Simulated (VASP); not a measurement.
Runs of VASP 6.6.1 on BiTe3. The structure is that of space group Pm-3m (No. 221), or close to it. The cells are those of the table. 

| task | cell | k mesh | cutoff (eV) | gap on the mesh (eV) | pressure (GPa) |
| --- | --- | --- | --- | --- | --- |
| single point | a = 4.898 Å, 4 atoms | 10 × 10 × 10 | 520 | none | -0.1 |
| single point | a = 5.078 Å, 4 atoms | 4 × 4 × 4 | 520 | none | -4.1 |
| single point | a = 4.910 Å, 4 atoms | 4 × 4 × 4 | 520 | none | (a) |
| relaxation of cell and atoms | relaxed from a = 5.078 Å, 4 atoms | 4 × 4 × 4 | 600 | none | 0.0 |

Alike in all rows: level PBE; potentials or basis VASP PAW PBE potentials, release 64 (Bi_d, Te); no spin polarisation; smearing gaussian 0.1 eV.

Q: Fill in the values left out.

A: (a) -0.2.

Caveats: spin-orbit coupling is left out, which moves the levels of the heavy elements.

A k mesh can miss the band edges, and the runs leave out spin-orbit coupling on Bi, Te.

A gap of «none» marks levels without a gap at the run's occupations.
